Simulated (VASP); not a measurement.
# LaTe in VASP: a series of runs

Runs on LaTe. Level: LDA. Tasks: electric field gradients.

All numbers are computed with VASP 6.6.1; they aren't measurements. Logs are shortened: lines on timing, memory, paths and dates and some standing lists are left out, and cuts for length are marked.

## 1. The cell of the first run

It takes space group Fm-3m (No. 225, cubic). Conventional cell: a = 6.335 Å, b = 6.335 Å, c = 6.335 Å, α = 90.00°, β = 90.00°, γ = 90.00°. Within 4.2 Å of La (site symmetry m-3m) lie 6 Te at 3.17 Å. Within 4.2 Å of Te (site symmetry m-3m) lie 6 La at 3.17 Å.

## 2. Electric field gradients, LDA (volume scaled by 0.96)

Input file INCAR:

```
  PREC = Accurate
  ENCUT = 520
  EDIFF = 1E-8
  ISMEAR = -1
  SIGMA = 0.08
  LREAL = F
  LASPH = T
  NELM = 80
  ALGO = Normal
  ISIF = 2
  LWAVE = F
  LCHARG = F
  LEFG = T
  NBANDS = 16
```

Input file KPOINTS:

```
regular mesh
0
Gamma
  10 10 10
```

Input file POSCAR:

```
LaTe
1.0
    0.0000000000      3.1676027883      3.1676027883
    3.1676027883      0.0000000000      3.1676027883
    3.1676027883      3.1676027883      0.0000000000
La Te
1 1
Direct
    0.0000000000      0.0000000000      0.0000000000
    0.5000000000      0.5000000000      0.5000000000
```

Potentials or basis: VASP PAW LDA potentials, release 64 (La, Te).

Run with:

```
$ cat potpaw_LDA.64/La/POTCAR potpaw_LDA.64/Te/POTCAR > POTCAR
$ mpirun -np 1 vasp_std > vasp.out
```

OUTCAR:

```text
PREC = Accurate
   ENCUT = 520
   EDIFF = 1E-8
   ISMEAR = -1
   LREAL = F
   LASPH = T
   NELM = 80
   ISIF = 2

 ion  position               nearest neighbor table
   1  0.000  0.000  0.000-   2 3.17   2 3.17   2 3.17   2 3.17   2 3.17   2 3.17
   2  0.500  0.500  0.500-   1 3.17   1 3.17   1 3.17   1 3.17   1 3.17   1 3.17

  LATTYP: Found a face centered cubic cell.
 ALAT       =     6.3352055766

  Lattice vectors:

 A1 = (   0.0000000000,   3.1676027883,   3.1676027883)
 A2 = (   3.1676027883,   0.0000000000,   3.1676027883)
 A3 = (   3.1676027883,   3.1676027883,   0.0000000000)

Analysis of symmetry for initial positions (statically):
=====================================================================
 Subroutine PRICEL returns:
 Original cell was already a primitive cell.

 Routine SETGRP: Setting up the symmetry group for a
 face centered cubic supercell.

 Subroutine GETGRP returns: Found 48 space group operations
 (whereof 48 operations were pure point group operations)
 out of a pool of 48 trial point group operations.

The static configuration has the point symmetry O_h .

Analysis of symmetry for dynamics (positions and initial velocities):
=====================================================================
 Subroutine PRICEL returns:
 Original cell was already a primitive cell.

 Routine SETGRP: Setting up the symmetry group for a
 face centered cubic supercell.

 Subroutine GETGRP returns: Found 48 space group operations
 (whereof 48 operations were pure point group operations)
 out of a pool of 48 trial point group operations.

The dynamic configuration has the point symmetry O_h .

 Subroutine INISYM returns: Found 48 space group operations
 (whereof 48 operations are pure point group operations),
 and found     1 'primitive' translations

----------------------------------------------------------------------------------------

                                     Primitive cell

  volume of cell :      63.5656

  direct lattice vectors                    reciprocal lattice vectors
     0.000000000  3.167602788  3.167602788    -0.157848074  0.157848074  0.157848074
     3.167602788  0.000000000  3.167602788     0.157848074 -0.157848074  0.157848074
     3.167602788  3.167602788  0.000000000     0.157848074  0.157848074 -0.157848074

  length of vectors
[... 115 lines left out ...]
  volume of cell :       63.57
 maximum number of plane-waves:      1736
 NGX is ok and might be reduce to    36
   NGX = 17   NGY = 17   NGZ = 17

 number of electron      17.0000000 magnetization

 Free energy of the ion-electron system (eV)
  ---------------------------------------------------
  ext. energy  EPLUGINS =         0.00000000
  ---------------------------------------------------
  free energy    TOTEN  =       -12.63739955 eV

  energy without entropy =      -12.60666950  energy(sigma->0) =      -12.62203453

 E-fermi :   8.6457     XC(G=0):  -9.9565

 val. band max:        8.6421488634   @ k =  -0.1000   0.1000   0.0000
 cond. band min:       8.6696487233   @ k =  -0.4000   0.4000   0.2000
 fundamental gap:      0.0274998598
 Fermi energy:         8.6456661356

 k-point     1 :       0.0000    0.0000    0.0000
  band No.  band energies     occupation
      1     -24.5032      2.00000
      2      -8.2198      2.00000
      3      -8.2198      2.00000
      4      -8.2198      2.00000
      5      -3.7708      2.00000
      6       6.3885      2.00000
[... 433 lines left out ...]
      3      -8.3401      2.00000
      4      -8.3263      2.00000
      5      -3.1981      2.00000
      6       4.4173      2.00000
[... 8 lines left out ...]
     15      10.2444      0.00000
     16      10.4282      0.00000

 [... further k-points ...]
[... 5 lines left out ...]
  --------------------------------------------------------------------------------------
  -------------------------------------------------------------------------------------
  Total        0.1498225      0.1498225      0.1498225      0.0000000     -0.0000000      0.0000000
  in kB        3.7762916      3.7762916      3.7762916      0.0000000     -0.0000000      0.0000000
  external PRESSURE =       3.7762916 kB  Pullay stress =       0.0000000 kB

 VOLUME and BASIS-vectors are now :
 -----------------------------------------------------------------------------
  energy-cutoff  :      520.00
  volume of cell :       63.57
      direct lattice vectors                 reciprocal lattice vectors
     0.000000000  3.167602788  3.167602788    -0.157848074  0.157848074  0.157848074
     3.167602788  0.000000000  3.167602788     0.157848074 -0.157848074  0.157848074
     3.167602788  3.167602788  0.000000000     0.157848074  0.157848074 -0.157848074

 POSITION                                       TOTAL-FORCE (eV/Angst)
 -----------------------------------------------------------------------------------
      0.00000      0.00000      0.00000         0.000000     -0.000000      0.000000
      3.16760      3.16760      3.16760        -0.000000      0.000000     -0.000000
 -----------------------------------------------------------------------------------
    total drift:                                0.000000      0.000000      0.000000

  FREE ENERGIE OF THE ION-ELECTRON SYSTEM (eV)
  ---------------------------------------------------
  free  energy   TOTEN  =       -12.6373995542 eV

  energy  without entropy=      -12.6066695040  energy(sigma->0) =      -12.62203453

 Electric field gradients (V/A^2)
---------------------------------------------------------------------
 ion       V_xx      V_yy      V_zz      V_xy      V_xz      V_yz
---------------------------------------------------------------------
   1      -0.000    -0.000    -0.000    -0.000    -0.000    -0.000
   2      -0.000    -0.000     0.000     0.000     0.000     0.000
---------------------------------------------------------------------

 Electric field gradients after diagonalization (V/A^2)
 (convention: |V_zz| > |V_xx| > |V_yy|)
----------------------------------------------------------------------
 ion       V_xx      V_yy      V_zz     asymmetry (V_yy - V_xx)/ V_zz
----------------------------------------------------------------------
   1       0.000     0.000    -0.001       0.000
   2      -0.000    -0.000     0.000       0.000
----------------------------------------------------------------------

           NMR quadrupolar parameters

 Cq : quadrupolar parameter    Cq=e*Q*V_zz/h
 eta: asymmetry parameters     (V_yy - V_xx)/ V_zz
 Q  : nuclear electric quadrupole moment in mb (millibarn)
----------------------------------------------------------------------
 ion       Cq(MHz)       eta       Q (mb)
----------------------------------------------------------------------
   1      -0.000       0.000       1.000
   2       0.000       0.000       1.000
----------------------------------------------------------------------
```

OSZICAR:

```text
N       E                     dE             d eps       ncg     rms          rms(c)
DAV:   1     0.133446138398E+03    0.13345E+03   -0.58342E+03  1512   0.127E+03
DAV:   2     0.257354017892E+01   -0.13087E+03   -0.11652E+03  1896   0.188E+02
DAV:   3    -0.118460104092E+02   -0.14420E+02   -0.14023E+02  2080   0.953E+01
DAV:   4    -0.127050789517E+02   -0.85907E+00   -0.85104E+00  2624   0.185E+01
DAV:   5    -0.127267140545E+02   -0.21635E-01   -0.21623E-01  1984   0.267E+00    0.403E+00
DAV:   6    -0.126539316168E+02    0.72782E-01   -0.24345E-01  2528   0.436E+00    0.260E+00
DAV:   7    -0.126398214867E+02    0.14110E-01   -0.17326E-02  2248   0.750E-01    0.105E+00
DAV:   8    -0.126375530758E+02    0.22684E-02   -0.48714E-03  2456   0.397E-01    0.126E-01
DAV:   9    -0.126374030567E+02    0.15002E-03   -0.13087E-03  2000   0.176E-01    0.524E-02
DAV:  10    -0.126374016700E+02    0.13868E-05   -0.84508E-05  2520   0.662E-02    0.379E-02
DAV:  11    -0.126374000675E+02    0.16024E-05   -0.34802E-05  2632   0.376E-02    0.586E-03
DAV:  12    -0.126373996427E+02    0.42485E-06   -0.26556E-06  2640   0.127E-02    0.512E-03
DAV:  13    -0.126373995913E+02    0.51353E-07   -0.10908E-06  2600   0.869E-03    0.124E-03
DAV:  14    -0.126373995557E+02    0.35581E-07   -0.16545E-07  2432   0.280E-03    0.744E-04
DAV:  15    -0.126373995542E+02    0.15443E-08   -0.58765E-09  1808   0.707E-04
   1 F= -.12637400E+02 E0= -.12622035E+02  d E =-.307301E-01
```

Wall time 54 s (1 thread of Intel Xeon Platinum 8488C (Sapphire Rapids), shared host); peak memory 0.21 GiB.

Results:

- Free energy: -12.6374 eV
- Pressure: 0.4 GPa

Caveat: without QUAD_EFG the Cq values of the log hold for a quadrupole moment of 1 mb, not for the nuclei; spin-orbit coupling is left out, which moves the levels of the heavy elements.

## 3. Electric field gradients, LDA (equal xx and yy strain of +2 %)

Input file INCAR:

```
PREC     = Accurate       # precision mode
ENCUT    = 520            # plane-wave cutoff, eV
EDIFF    = 1E-8           # SCF threshold, eV
ISMEAR   = -1             # smearing method
SIGMA    = 0.08           # smearing width, eV
LREAL    = F              # projectors in reciprocal space
LASPH    = T              # aspherical terms in the spheres
NELM     = 100            # most SCF steps
ALGO     = Normal         # electronic algorithm
ISIF     = 2              # what is computed and relaxed
LWAVE    = F              # write WAVECAR
LCHARG   = F              # write CHGCAR
GGA      = CA             # functional
LEFG     = T            
NBANDS   = 16             # bands
```

Input file KPOINTS:

```
Automatic mesh
0
Gamma
  10 10 10
```

Input file POSCAR:

```
LaTe
1.0
    0.0000000000      3.2752200000      3.2110000000
    3.2752200000      0.0000000000      3.2110000000
    3.2752200000      3.2752200000      0.0000000000
La Te
1 1
Direct
    0.0000000000      0.0000000000      0.0000000000
    0.5000000000      0.5000000000      0.5000000000
```

Potentials or basis: VASP PAW LDA potentials, release 64 (La, Te).

Run with:

```
$ cat potpaw_LDA.64/La/POTCAR potpaw_LDA.64/Te/POTCAR > POTCAR
$ mpirun -np 1 vasp_std > vasp.out
```

OUTCAR:

```text
PREC = Accurate
   ENCUT = 520
   EDIFF = 1E-8
   ISMEAR = -1
   LREAL = F
   LASPH = T
   NELM = 100
   ISIF = 2
   GGA = CA

 ion  position               nearest neighbor table
   1  0.000  0.000  0.000-   2 3.21   2 3.21   2 3.28   2 3.28   2 3.28   2 3.28
   2  0.500  0.500  0.500-   1 3.21   1 3.21   1 3.28   1 3.28   1 3.28   1 3.28

  LATTYP: Found a body centered tetragonal cell.
 ALAT       =     4.6318605438
 C/A-ratio  =     1.3864838847

  Lattice vectors:

 A1 = (   0.0000000000,  -3.2752200000,  -3.2110000000)
 A2 = (   0.0000000000,   3.2752200000,  -3.2110000000)
 A3 = (   3.2752200000,   0.0000000000,   3.2110000000)

Analysis of symmetry for initial positions (statically):
=====================================================================
 Subroutine PRICEL returns:
 Original cell was already a primitive cell.
[... 647 lines left out ...]
  energy-cutoff  :      520.00
  volume of cell :       68.89
      direct lattice vectors                 reciprocal lattice vectors
     0.000000000  3.275220000  3.211000000    -0.152661501  0.152661501  0.155714731
     3.275220000  0.000000000  3.211000000     0.152661501 -0.152661501  0.155714731
     3.275220000  3.275220000  0.000000000     0.152661501  0.152661501 -0.155714731

 POSITION                                       TOTAL-FORCE (eV/Angst)
 -----------------------------------------------------------------------------------
      0.00000      0.00000      0.00000         0.000000      0.000000      0.000000
      3.27522      3.27522      3.21100         0.000000      0.000000      0.000000
 -----------------------------------------------------------------------------------
    total drift:                                0.000000      0.000000      0.000000

  FREE ENERGIE OF THE ION-ELECTRON SYSTEM (eV)
  ---------------------------------------------------
  free  energy   TOTEN  =       -12.5632337552 eV

  energy  without entropy=      -12.5293428100  energy(sigma->0) =      -12.54628828

 Electric field gradients (V/A^2)
---------------------------------------------------------------------
 ion       V_xx      V_yy      V_zz      V_xy      V_xz      V_yz
---------------------------------------------------------------------
   1      13.735    13.735   -27.470     0.000     0.000     0.000
   2      15.173    15.173   -30.346    -0.000    -0.000    -0.000
---------------------------------------------------------------------

 Electric field gradients after diagonalization (V/A^2)
 (convention: |V_zz| > |V_xx| > |V_yy|)
----------------------------------------------------------------------
 ion       V_xx      V_yy      V_zz     asymmetry (V_yy - V_xx)/ V_zz
----------------------------------------------------------------------
   1      13.735    13.735   -27.470       0.000
   2      15.173    15.173   -30.346       0.000
----------------------------------------------------------------------

           NMR quadrupolar parameters

 Cq : quadrupolar parameter    Cq=e*Q*V_zz/h
 eta: asymmetry parameters     (V_yy - V_xx)/ V_zz
 Q  : nuclear electric quadrupole moment in mb (millibarn)
----------------------------------------------------------------------
 ion       Cq(MHz)       eta       Q (mb)
----------------------------------------------------------------------
   1      -0.066       0.000       1.000
   2      -0.073       0.000       1.000
----------------------------------------------------------------------
```

OSZICAR:

```text
N       E                     dE             d eps       ncg     rms          rms(c)
DAV:   1     0.133977928810E+03    0.13398E+03   -0.57798E+03  3296   0.124E+03
DAV:   2     0.303726391411E+01   -0.13094E+03   -0.11788E+03  4200   0.185E+02
DAV:   3    -0.117868189963E+02   -0.14824E+02   -0.14498E+02  4528   0.972E+01
DAV:   4    -0.126222430559E+02   -0.83542E+00   -0.83067E+00  5728   0.184E+01
DAV:   5    -0.126504243340E+02   -0.28181E-01   -0.28155E-01  4272   0.276E+00    0.355E+00
DAV:   6    -0.125776875036E+02    0.72737E-01   -0.32092E-01  5248   0.458E+00    0.235E+00
DAV:   7    -0.125665420127E+02    0.11145E-01   -0.20536E-02  4672   0.859E-01    0.124E+00
DAV:   8    -0.125634500553E+02    0.30920E-02   -0.89191E-03  5288   0.467E-01    0.121E-01
DAV:   9    -0.125632608159E+02    0.18924E-03   -0.26088E-03  5272   0.305E-01    0.517E-02
DAV:  10    -0.125632318394E+02    0.28977E-04   -0.20715E-04  5760   0.118E-01    0.350E-02
DAV:  11    -0.125632362963E+02   -0.44569E-05   -0.54414E-05  6016   0.492E-02    0.109E-02
DAV:  12    -0.125632337726E+02    0.25236E-05   -0.14139E-05  5632   0.281E-02    0.300E-03
DAV:  13    -0.125632337585E+02    0.14146E-07   -0.50592E-07  5784   0.499E-03    0.890E-04
DAV:  14    -0.125632337566E+02    0.18943E-08   -0.12156E-07  5400   0.190E-03    0.382E-04
DAV:  15    -0.125632337552E+02    0.13886E-08   -0.93848E-09  3312   0.880E-04
   1 F= -.12563234E+02 E0= -.12546288E+02  d E =-.338909E-01
```

It took 2.2 min on 1 thread of Oxide Virtual Turin-like, shared host; peak memory 0.25 GiB.

Results:

```yaml
Free_energy: -12.5632 eV
Pressure: -4.1 GPa
```

Stress tensor (GPa, compression positive):
```
-4.83  0.00  0.00
 0.00 -4.83  0.00
 0.00  0.00 -2.56
```

Levels at points of the mesh, in eV from the Fermi level:
| k point | band 7 | band 8 | band 9 | band 10 | band 11 | band 12 |
| --- | --- | --- | --- | --- | --- | --- |
| (0.00, 0.00, 0.00) | -2.32 | -2.26 | -0.04 | -0.04 | 0.09 | 0.59 |
| (0.50, 0.00, 0.00) | -3.81 | -3.80 | 0.69 | 0.98 | 0.98 | 1.17 |
| (0.50, 0.50, 0.00) | -2.75 | -2.75 | -1.52 | 1.05 | 1.06 | 1.14 |
| (0.50, 0.00, 0.50) | -2.71 | -2.66 | -1.52 | 1.06 | 1.08 | 1.13 |

Electric field gradients, principal values (V/Å²):
```tsv
atom	least	middle	greatest (by size)
1 La	13.735	13.735	-27.470
2 Te	15.173	15.173	-30.346
```

Caveat: the cell differs from its parent crystal (equal xx and yy strain of +2 %); without QUAD_EFG the Cq values of the log hold for a quadrupole moment of 1 mb, not for the nuclei; spin-orbit coupling is left out, which moves the levels of the heavy elements.

(Continued in part 2 of 2.)
